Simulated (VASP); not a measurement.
Runs of VASP 6.6.1 on GaN. The structure is that of space group F-43m (No. 216), or close to it. The cells are those of the table. 

```csv
task,level,cell,cutoff (eV),gap on the mesh (eV),pressure (GPa)
single point,r2SCAN+D3(BJ),"a = 3.187 Å, angles 60.0°, 2 atoms",520,2.12,-1.8
single point,r2SCAN,"a = 3.082 Å, angles 60.0°, 2 atoms",520,(a),24.1
single point,r2SCAN+D3(BJ),"a = 3.174 Å, angles 60.0°, 2 atoms",520,(c),0.6
single point,r2SCAN,"a = 3.148 Å, angles 60.0°, 2 atoms",520,2.36,7.6
single point,r2SCAN,"a = 3.283 Å, angles 60.0°, 2 atoms",520,1.53,-14.4
single point,r2SCAN,"a = 3.180 Å, angles 60.0°, 2 atoms",520,(b),1.1
single point,r2SCAN,"a = 3.243 Å, angles 60.0°, 2 atoms",520,1.77,-9.1
relaxation of cell and atoms,r2SCAN,"relaxed from a = 3.187 Å, angles 60.0°, 2 atoms",600,2.12,0.0
```

Alike in all rows: potentials or basis VASP PAW PBE potentials, release 64 (Ga_d, N); no spin polarisation; k mesh 10 × 10 × 10; smearing gaussian 0.02 eV.

**Question.** Estimate the missing entries.

**Answer.** (a) 2.79; (b) 2.16; (c) 2.20.

Caveats: the PAW data sets were made with another functional, which shifts forces and pressure a little; three body term missing (some runs); the relaxation stopped at its first step, so nothing moved (some runs).

A k mesh can miss the band edges, and the runs leave out spin-orbit coupling on Ga.
